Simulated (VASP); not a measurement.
Here is a VASP 6.6.1 calculation.

INCAR

```
SYSTEM = Al
PREC     = Accurate       ! precision mode
ENCUT    = 520            ! plane-wave cutoff, eV
EDIFF    = 1E-7           ! SCF threshold, eV
ISMEAR   = -1             ! smearing method
SIGMA    = 0.05           ! smearing width, eV
LREAL    = .FALSE.        ! projectors in reciprocal space
LASPH    = .TRUE.         ! aspherical terms in the spheres
NELM     = 80             ! most SCF steps
ALGO     = Normal         ! electronic algorithm
ISIF     = 2              ! what is computed and relaxed
LWAVE    = .FALSE.        ! write WAVECAR
LCHARG   = .FALSE.        ! write CHGCAR
GGA      = PS             ! functional
NBANDS   = 10             ! bands
```

The input KPOINTS:

```
regular mesh
0
G
  17 17 9
  0 0 0
```

File POSCAR:

```
Al
1.0
    2.8501254428      0.0000000000      0.0000000000
   -1.4250627214      2.4682810374      0.0000000000
    0.0000000000      0.0000000000      4.6366134413
Al
2
Direct
    0.3333333333      0.6666666667      0.2500000000
    0.6666666667      0.3333333333      0.7500000000
```

Potentials or basis: VASP PAW PBE potentials, release 64 (Al).

Run with:

```sh
$ cat potpaw_PBE.64/Al/POTCAR > POTCAR
$ mpirun -np 1 vasp_std > vasp.out
```

(1) What does it give for the band gap on the k mesh?

(2) Estimate the pressure.

Answers

(1) zero (band 3 reaches 11.52 eV, above the bottom of band 4 at 5.11 eV).

(2) 0.1 GPa.

Caveat: the PAW data sets were made with another functional, which shifts forces and pressure a little.
